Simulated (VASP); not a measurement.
# Ti (I4/mmm) in VASP: further runs

Runs on Ti. Level: PBEsol. Tasks: single point.

All numbers are computed with VASP 6.6.1; they aren't measurements. Logs are shortened: lines on timing, memory, paths and dates and some standing lists are left out, and cuts for length are marked.

### Step 1. The cell of the first run

Symmetry: I4/mmm, No. 139, tetragonal system. The conventional cell has a = 2.871 Å, b = 2.871 Å, c = 3.908 Å, α = 90.00°, β = 90.00°, γ = 90.00°. Ti (site symmetry 4/mmm) has 12 Ti at 2.82 to 2.87 Å within 3.7 Å.

### Step 2. Single point, PBEsol (strain -0.0375 x Voigt [0, 0, 1, 0, 0, 0])

INCAR

```
SYSTEM = Ti
PREC = Accurate ; ENCUT = 520
EDIFF = 1E-6 ; ISMEAR = 0
SIGMA = 0.15 ; LREAL = .FALSE.
LASPH = .TRUE. ; NELM = 80
ALGO = Fast ; ISIF = 2
LWAVE = .FALSE. ; LCHARG = .TRUE.
GGA = PS ; LELF = .TRUE.
LVHAR = .TRUE. ; NBANDS = 12
```

KPOINTS

```
regular mesh
0
G
  20 20 20
  0 0 0
```

POSCAR

```
Ti
1.0
    0.0000000000      2.0300000000      1.9538750000
    2.0300000000      0.0000000000      1.9538750000
    2.0300000000      2.0300000000      0.0000000000
Ti
1
Direct
    0.0000000000      0.0000000000      0.0000000000
```

Potentials or basis: VASP PAW PBE potentials, release 64 (Ti_sv).

Started as:

```
> cat potpaw_PBE.64/Ti_sv/POTCAR > POTCAR
> mpirun -np 1 vasp_std > vasp.out
```

OUTCAR:

```text
SYSTEM = Ti
   PREC = Accurate
   ENCUT = 520
   EDIFF = 1E-6
   ISMEAR = 0
   LREAL = .FALSE.
   LASPH = .TRUE.
   NELM = 80
   ISIF = 2
   GGA = PS

 ion  position               nearest neighbor table
   1  0.000  0.000  0.000-

  LATTYP: Found a body centered tetragonal cell.
 ALAT       =     2.8708535316
 C/A-ratio  =     1.3611805538

  Lattice vectors:

 A1 = (   0.0000000000,  -2.0300000000,  -1.9538750000)
 A2 = (   0.0000000000,   2.0300000000,  -1.9538750000)
 A3 = (   2.0300000000,   0.0000000000,   1.9538750000)

Analysis of symmetry for initial positions (statically):
=====================================================================
 Subroutine PRICEL returns:
 Original cell was already a primitive cell.

 Routine SETGRP: Setting up the symmetry group for a
 body centered tetragonal supercell.

 Subroutine GETGRP returns: Found 16 space group operations
 (whereof 16 operations were pure point group operations)
 out of a pool of 16 trial point group operations.

The static configuration has the point symmetry D_4h.

Analysis of symmetry for dynamics (positions and initial velocities):
=====================================================================
 Subroutine PRICEL returns:
 Original cell was already a primitive cell.

 Routine SETGRP: Setting up the symmetry group for a
 body centered tetragonal supercell.

 Subroutine GETGRP returns: Found 16 space group operations
 (whereof 16 operations were pure point group operations)
 out of a pool of 16 trial point group operations.

The dynamic configuration has the point symmetry D_4h.

 Subroutine INISYM returns: Found 16 space group operations
 (whereof 16 operations are pure point group operations),
 and found     1 'primitive' translations

----------------------------------------------------------------------------------------

                                     Primitive cell

  volume of cell :      16.1034

  direct lattice vectors                    reciprocal lattice vectors
     0.000000000  2.030000000  1.953875000    -0.246305419  0.246305419  0.255901734
     2.030000000  0.000000000  1.953875000     0.246305419 -0.246305419  0.255901734
     2.030000000  2.030000000  0.000000000     0.246305419  0.246305419 -0.255901734

  length of vectors
     2.817539266  2.817539266  2.870853532     0.432224960  0.432224960  0.432224960

  position of ions in fractional coordinates (direct lattice)
     0.000000000  0.000000000  0.000000000

  ion indices of the primitive-cell ions
   primitive index   ion index
                 1           1

----------------------------------------------------------------------------------------

 KPOINTS: regular mesh

Automatic generation of k-mesh.
 Grid dimensions read from file:
 generate k-points for:   20   20   20

 Generating k-lattice:

  Cartesian coordinates                     Fractional coordinates (reciprocal lattice)
    -0.012315271  0.012315271  0.012795087     0.050000000  0.000000000  0.000000000
     0.012315271 -0.012315271  0.012795087     0.000000000  0.050000000  0.000000000
     0.012315271  0.012315271 -0.012795087    -0.000000000 -0.000000000  0.050000000

  Length of vectors
     0.021611248  0.021611248  0.021611248

  Shift w.r.t. Gamma in fractional coordinates (k-lattice)
     0.000000000  0.000000000  0.000000000

 Subroutine IBZKPT returns following result:
 ===========================================

 Found    641 irreducible k-points:

 Following reciprocal coordinates:
            Coordinates               Weight
  0.000000  0.000000  0.000000      1.000000
  0.050000  0.000000  0.000000      8.000000
  0.100000 -0.000000  0.000000      8.000000
  0.150000  0.000000  0.000000      8.000000
  0.200000 -0.000000  0.000000      8.000000
  0.250000  0.000000  0.000000      8.000000
[... 16 lines left out ...]
 -0.400000  0.050000  0.000000      8.000000
 -0.350000  0.050000  0.000000      8.000000
 [... further k-points ...]
   k-points           NKPTS =    641   k-points in BZ     NKDIM =    641   number of bands    NBANDS=     12
   number of dos      NEDOS =    301   number of ions     NIONS =      1
   total plane-waves  NPLWV =  13824
   dimension x,y,z NGX =    24 NGY =   24 NGZ =   24
   dimension x,y,z NGXF=    48 NGYF=   48 NGZF=   48
   ions per type =               1
   NGX,Y,Z   is equivalent  to a cutoff of  14.16, 14.16, 13.90 a.u.
   NGXF,Y,Z  is equivalent  to a cutoff of  28.32, 28.32, 27.80 a.u.
 SYSTEM =  Ti
   PREC   = accura    normal or accurate (medium, high low for compatibility)
   ISTART =      0    job   : 0-new  1-cont  2-samecut
   ICHARG =      2    charge: 1-file 2-atom 10-const
   ISPIN  =      1    spin polarized calculation?
   LNONCOLLINEAR =      F non collinear calculations
   LSORBIT =      F    spin-orbit coupling
   LASPH  =      T    aspherical Exc in radial PAW
   ENCUT  =  520.0 eV  38.22 Ry    6.18 a.u.   5.24  5.24  5.34*2*pi/ulx,y,z
   NELM   =     80;   NELMIN=  2; NELMDL= -5     # of ELM steps
   EDIFF  = 0.1E-05   stopping-criterion for ELM
   LREAL  =      F    real-space projection
   EDIFFG = 0.1E-04   stopping-criterion for IOM
   NSW    =      0    number of steps for IOM
   IBRION =     -1    ionic relax: 0-MD 1-quasi-New 2-CG
   NFREE  =      0    steps in history (QN), initial steepest desc. (CG)
   ISIF   =      2    stress and relaxation
   ISYM   =      2    0-nonsym 1-usesym 2-fastsym
   POTIM  = 0.5000    time-step for ionic-motion
   TEBEG  =    0.0;   TEEND  =   0.0 temperature during run
   PSTRESS=    0.0 pullay stress
   NELECT =      12.0000    total number of electrons
   NUPDOWN=      -1.0000    fix difference up-down
   EMIN   =  10.00;   EMAX   =-10.00  energy-range for DOS
   EFERMI =   0.00;   METHOD = LEGACY
   ISMEAR =     0;   SIGMA  =   0.15  broadening in eV -4-tet -1-fermi 0-gaus
   EFERMI_NEDOS =   21; number of points for ismear=-14 and -15
   IALGO  =     68    algorithm
   IMIX   =      4    mixing-type and parameters
     AMIX     =   0.40;   BMIX     =  1.00
     AMIX_MAG =   1.60;   BMIX_MAG =  1.00
  volume/ion in A,a.u.               =      16.10       108.67
  Fermi-wavevector in a.u.,A,eV,Ry     =   1.484211  2.804752 29.972031  2.202882
  Thomas-Fermi vector in A             =   2.597776
   LORBIT       =      0    0 simple, 1 ext, 2 COOP (PROOUT), +10 PAW based schemes
   GGA     = PS    functional components
   LHFCALC =     F    Hartree Fock is set to
   AEXX    =    0.0000 exact exchange contribution
   IVDW    =     0    specifies the selected vdW correction
   LEPSILON=     F    determine dielectric tensor
   LRPA    =     F    only Hartree local field effects (RPA)
 non-spin polarized calculation
 RMM-DIIS sequential band-by-band and
 Gauss-broadening in eV      SIGMA  =   0.15
  energy-cutoff  :      520.00
  volume of cell :       16.10
 maximum number of plane-waves:       444
 NGX is ok and might be reduce to    24
   NGX = 11   NGY = 11   NGZ = 11

 number of electron      11.9999999 magnetization

 Free energy of the ion-electron system (eV)
  ---------------------------------------------------
  ext. energy  EPLUGINS =         0.00000000
  ---------------------------------------------------
  free energy    TOTEN  =        -8.28424470 eV

  energy without entropy =       -8.26610290  energy(sigma->0) =       -8.27517380

 E-fermi :   8.9156     XC(G=0): -12.0020

 val. band max:        8.9144504667   @ k =  -0.3500   0.1500   0.3000
 cond. band min:       8.9160060955   @ k =  -0.2000   0.4500   0.2500
 fundamental gap:      0.0015556288
 Fermi energy:         8.9155883781

 k-point     1 :       0.0000    0.0000    0.0000
  band No.  band energies     occupation
      1     -47.4360      2.00000
      2     -23.2916      2.00000
      3     -23.2916      2.00000
      4     -23.2850      2.00000
      5       2.6489      2.00000
      6       9.7389      0.00000
      7       9.7389      0.00000
      8      10.0576      0.00000
      9      11.4439      0.00000
     10      11.8164      0.00000
     11      24.6295      0.00000
     12      29.0769      0.00000

 k-point     2 :       0.0500    0.0000    0.0000
  band No.  band energies     occupation
      1     -47.4319      2.00000
      2     -23.3118      2.00000
      3     -23.2949      2.00000
      4     -23.2891      2.00000
      5       2.7365      2.00000
      6       9.7119      0.00000
      7       9.7714      0.00000
      8      10.0610      0.00000
      9      11.4255      0.00000
     10      11.7906      0.00000
     11      24.7166      0.00000
     12      28.5853      0.00000

 k-point     3 :       0.1000   -0.0000    0.0000
  band No.  band energies     occupation
      1     -47.4200      2.00000
      2     -23.3755      2.00000
      3     -23.3043      2.00000
      4     -23.2957      2.00000
      5       2.9937      2.00000
      6       9.5978      0.00000
      7       9.8566      0.00000
      8      10.1082      0.00000
      9      11.3854      0.00000
     10      11.7252      0.00000
     11      24.9199      0.00000
     12      27.3396      0.00000

 k-point     4 :       0.1500    0.0000    0.0000
  band No.  band energies     occupation
      1     -47.4015      2.00000
      2     -23.4743      2.00000
      3     -23.3189      2.00000
      4     -23.3055      2.00000
      5       3.4038      2.00000
      6       9.3984      0.00001
      7       9.9537      0.00000
      8      10.2028      0.00000
      9      11.3709      0.00000
     10      11.6587      0.00000
     11      24.9499      0.00000
     12      26.1190      0.00000

 k-point     5 :       0.2000   -0.0000    0.0000
  band No.  band energies     occupation
      1     -47.3780      2.00000
      2     -23.5974      2.00000
      3     -23.3372      2.00000
      4     -23.3177      2.00000
      5       3.9361      2.00000
      6       9.1721      0.01559
      7       9.9987      0.00000
      8      10.2804      0.00000
      9      11.4523      0.00000
     10      11.6550      0.00000
     11      24.0337      0.00000
     12      25.6996      0.00000
[... 228 lines left out ...]
      1     -47.2646      2.00000
      2     -24.1474      2.00000
      3     -23.4275      2.00000
      4     -23.3884      2.00000
      5       6.2100      2.00000
      6       9.4924      0.00000
      7       9.5732      0.00000
      8       9.9647      0.00000
      9      12.9065      0.00000
     10      12.9309      0.00000
     11      17.9355      0.00000
     12      23.9140      0.00000

 k-point    22 :      -0.4500    0.0500    0.0000
  band No.  band energies     occupation
      1     -47.2664      2.00000
      2     -24.1385      2.00000
      3     -23.4225      2.00000
      4     -23.3919      2.00000
      5       6.1941      2.00000
      6       9.4564      0.00000
      7       9.5769      0.00000
      8       9.9665      0.00000
      9      12.8299      0.00000
     10      12.9367      0.00000
     11      18.0562      0.00000
     12      23.9528      0.00000

 k-point    23 :      -0.4000    0.0500    0.0000
  band No.  band energies     occupation
      1     -47.2764      2.00000
      2     -24.0905      2.00000
      3     -23.4116      2.00000
      4     -23.3907      2.00000
      5       6.0811      2.00000
      6       9.2746      0.00071
      7       9.6308      0.00000
      8       9.9377      0.00000
      9      12.5906      0.00000
     10      12.8248      0.00000
     11      18.7182      0.00000
     12      24.1638      0.00000

 k-point    24 :      -0.3500    0.0500    0.0000
  band No.  band energies     occupation
      1     -47.2934      2.00000
      2     -24.0077      2.00000
      3     -23.3958      2.00000
      4     -23.3850      2.00000
      5       5.8177      2.00000
      6       9.0243      0.30542
      7       9.7291      0.00000
      8       9.9857      0.00000
      9      12.2547      0.00000
     10      12.6143      0.00000
     11      19.7502      0.00000
     12      24.5218      0.00000

 [... further k-points ...]

------------------------ aborting loop because EDIFF is reached ----------------------------------------

  FORCE on cell =-STRESS in cart. coord.  units (eV):
  Direction    XX          YY          ZZ          XY          YZ          ZX
  --------------------------------------------------------------------------------------
  -------------------------------------------------------------------------------------
  Total        0.3388555      0.3388555      0.4696555      0.0000000      0.0000000      0.0000000
  in kB       33.7136884     33.7136884     46.7273526      0.0000000      0.0000000      0.0000000
  external PRESSURE =      38.0515764 kB  Pullay stress =       0.0000000 kB

 VOLUME and BASIS-vectors are now :
 -----------------------------------------------------------------------------
  energy-cutoff  :      520.00
  volume of cell :       16.10
      direct lattice vectors                 reciprocal lattice vectors
     0.000000000  2.030000000  1.953875000    -0.246305419  0.246305419  0.255901734
     2.030000000  0.000000000  1.953875000     0.246305419 -0.246305419  0.255901734
     2.030000000  2.030000000  0.000000000     0.246305419  0.246305419 -0.255901734

 POSITION                                       TOTAL-FORCE (eV/Angst)
 -----------------------------------------------------------------------------------
      0.00000      0.00000      0.00000         0.000000      0.000000      0.000000
 -----------------------------------------------------------------------------------
    total drift:                               -0.000000     -0.000000     -0.000000

  FREE ENERGIE OF THE ION-ELECTRON SYSTEM (eV)
  ---------------------------------------------------
  free  energy   TOTEN  =        -8.2842446960 eV

  energy  without entropy=       -8.2661029026  energy(sigma->0) =       -8.27517380
```

Wall time 3.2 min (1 thread of AMD EPYC 7R13 (Zen 3), shared host); peak memory 0.21 GiB.

Results:

* Free energy: -8.2842 eV
* Pressure: 3.8 GPa
* Band gap on the k mesh: zero (bands 6 and 7 overlap by 1.35 eV)

Stress tensor (GPa, compression positive):
```
3.37 0.00 0.00
0.00 3.37 0.00
0.00 0.00 4.67
```

Caveat: the cell differs from its parent crystal (strain -0.0375 x Voigt [0, 0, 1, 0, 0, 0]); the cell stands under pressure; the PAW data sets were made with another functional, which shifts forces and pressure a little.

[end of part 1 of 2]
